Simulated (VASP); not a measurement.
# Ge (I4_1/amd) in VASP: further runs, part 2 of 2

VASP 6.6.1. Earlier steps stand in the parts before.

## (3) Single point, r2SCAN (strain +0.015 along x and y, +0.030 along z)

POSCAR

```
Ge
1.0
   -2.6131070648      2.6131070648      1.4393350225
    2.6131070648     -2.6131070648      1.4393350225
    2.6131070648      2.6131070648     -1.4393350225
Ge
2
Direct
    0.2500000000      0.7500000000      0.5000000000
    0.5000000000      0.5000000000      0.0000000000
```

INCAR.step1

```
SYSTEM = Ge
PREC = Accurate
ENCUT = 520
ISMEAR = 0
SIGMA = 0.15
LREAL = .False.
LASPH = .True.
NELM = 60
NBANDS = 21
GGA = PE
ALGO = Normal
EDIFF = 1E-4
LWAVE = .True.
LCHARG = .False.
```

INCAR.step2

```
SYSTEM = Ge
PREC = Accurate
ENCUT = 520
EDIFF = 1E-6
ISMEAR = 0
SIGMA = 0.15
LREAL = .False.
LASPH = .True.
NELM = 60
ALGO = Normal
ISIF = 2
LWAVE = .False.
LCHARG = .False.
METAGGA = R2SCAN
LMIXTAU = .True.
NBANDS = 21
ISTART = 1
```

KPOINTS

```
Automatic mesh
0
Gamma
  20 20 20
  0 0 0
```

Potentials or basis: VASP PAW PBE potentials, release 64 (Ge_d).

On the command line:

```sh
cat potpaw_PBE.64/Ge_d/POTCAR > POTCAR
cp INCAR.step1 INCAR
mpirun -np 1 vasp_std > vasp.out
cp INCAR.step2 INCAR
mpirun -np 1 vasp_std > vasp.out
```

OUTCAR:

```text
SYSTEM = Ge
   PREC = Accurate
   ENCUT = 520
   EDIFF = 1E-6
   ISMEAR = 0
   LREAL = .False.
   LASPH = .True.
   NELM = 60
   ISIF = 2
   METAGGA = R2SCAN
   ISTART = 1

 ion  position               nearest neighbor table
   1  0.250  0.750  0.500-   2 2.71   2 2.71   2 2.71   2 2.71
   2  0.500  0.500  0.000-   1 2.71   1 2.71   1 2.71   1 2.71

  LATTYP: Found a body centered tetragonal cell.
 ALAT       =     5.2262141296
 C/A-ratio  =     0.5508136432

  Lattice vectors:

 A1 = (  -2.6131070648,   2.6131070648,   1.4393350225)
 A2 = (   2.6131070648,  -2.6131070648,   1.4393350225)
 A3 = (   2.6131070648,   2.6131070648,  -1.4393350225)

Analysis of symmetry for initial positions (statically):
=====================================================================
 Subroutine PRICEL returns:
 Original cell was already a primitive cell.

 Routine SETGRP: Setting up the symmetry group for a
 body centered tetragonal supercell.

 Subroutine GETGRP returns: Found 16 space group operations
 (whereof  8 operations were pure point group operations)
[... 163 lines left out ...]
  free energy    TOTEN  =       -27.00707572 eV

  energy without entropy =      -26.99909929  energy(sigma->0) =      -27.00308751

 E-fermi :   6.0225     XC(G=0): -12.0373

 val. band max:        6.0162567602   @ k =  -0.4000   0.1500  -0.0000
 cond. band min:       6.0280401326   @ k =   0.1000   0.1000   0.1000
 fundamental gap:      0.0117833724
 Fermi energy:         6.0225360639

 k-point     1 :       0.0000    0.0000    0.0000
  band No.  band energies     occupation
      1     -19.4008      2.00000
      2     -19.3553      2.00000
      3     -19.3269      2.00000
      4     -19.3257      2.00000
      5     -19.2386      2.00000
      6     -19.2386      2.00000
[... 565 lines left out ...]
     20      15.2449      0.00000
     21      17.5738      0.00000

 [... further k-points ...]

------------------------ aborting loop because EDIFF is reached ----------------------------------------

  FORCE on cell =-STRESS in cart. coord.  units (eV):
  Direction    XX          YY          ZZ          XY          YZ          ZX
  --------------------------------------------------------------------------------------
  -------------------------------------------------------------------------------------
  Total       -0.9453153     -0.9453153     -0.7984710      0.0000000      0.0000000      0.0000000
  in kB      -38.5257402    -38.5257402    -32.5411887      0.0000000      0.0000000      0.0000000
  external PRESSURE =     -36.5308897 kB  Pullay stress =       0.0000000 kB

 VOLUME and BASIS-vectors are now :
 -----------------------------------------------------------------------------
  energy-cutoff  :      520.00
  volume of cell :       39.31
      direct lattice vectors                 reciprocal lattice vectors
    -2.613107065  2.613107065  1.439335022     0.000000000  0.191343098  0.347382640
     2.613107065 -2.613107065  1.439335022     0.191343098  0.000000000  0.347382640
     2.613107065  2.613107065 -1.439335022     0.191343098  0.191343098  0.000000000

 POSITION                                       TOTAL-FORCE (eV/Angst)
 -----------------------------------------------------------------------------------
      2.61311     -0.00000      0.71967         0.000000     -0.000000     -0.000000
      0.00000      0.00000      1.43934        -0.000000      0.000000      0.000000
 -----------------------------------------------------------------------------------
    total drift:                                0.000000     -0.000000      0.000000

  FREE ENERGIE OF THE ION-ELECTRON SYSTEM (eV)
  ---------------------------------------------------
  free  energy   TOTEN  =       -27.0070757204 eV

  energy  without entropy=      -26.9990992923  energy(sigma->0) =      -27.00308751
```

OUTCAR.step1:

```text
SYSTEM = Ge
   PREC = Accurate
   ENCUT = 520
   ISMEAR = 0
   LREAL = .False.
   LASPH = .True.
[... 801 lines left out ...]
      2.61311     -0.00000      0.71967        -0.000000      0.000000      0.000000
      0.00000      0.00000      1.43934         0.000000     -0.000000     -0.000000
 -----------------------------------------------------------------------------------
    total drift:                                0.000000     -0.000000      0.000000

  FREE ENERGIE OF THE ION-ELECTRON SYSTEM (eV)
  ---------------------------------------------------
  free  energy   TOTEN  =        -8.5775961836 eV

  energy  without entropy=       -8.5688673371  energy(sigma->0) =       -8.57323176
```

OSZICAR.step1:

```text
N       E                     dE             d eps       ncg     rms          rms(c)
DAV:   1     0.178323276307E+03    0.17832E+03   -0.14233E+04 30548   0.377E+03
DAV:   2     0.159388753440E+02   -0.16238E+03   -0.15751E+03 27047   0.597E+02
DAV:   3    -0.789277176760E+01   -0.23832E+02   -0.23646E+02 30704   0.134E+02
DAV:   4    -0.858207788211E+01   -0.68931E+00   -0.68885E+00 30136   0.265E+01
DAV:   5    -0.859256887043E+01   -0.10491E-01   -0.10491E-01 30498   0.362E+00    0.192E+00
DAV:   6    -0.858159928720E+01    0.10970E-01   -0.18347E-02 36618   0.223E+00    0.109E+00
DAV:   7    -0.857770824529E+01    0.38910E-02   -0.13136E-02 36350   0.167E+00    0.109E-01
DAV:   8    -0.857759145683E+01    0.11679E-03   -0.19996E-03 33411   0.778E-01    0.381E-02
DAV:   9    -0.857759618360E+01   -0.47268E-05   -0.45215E-05 19765   0.982E-02
   1 F= -.85775962E+01 E0= -.85732318E+01  d E =-.872885E-02
```

Wall time 15 min (1 thread of Intel Xeon 6975P-C (Granite Rapids), shared host); peak memory 0.5 GiB.

What came out:

| Item | Value |
| --- | --- |
| Free energy | -27.0071 eV |
| Pressure | -3.7 GPa |
| Band gap on the k mesh | zero (bands 14 and 15 overlap by 5.14 eV) |

Stress tensor (GPa, compression positive):
```
-3.85  0.00  0.00
 0.00 -3.85  0.00
 0.00  0.00 -3.25
```

Caveat: the cell differs from its parent crystal (strain +0.015 along x and y, +0.030 along z); the cell stands under tension; the PAW data sets were made with another functional, which shifts forces and pressure a little.
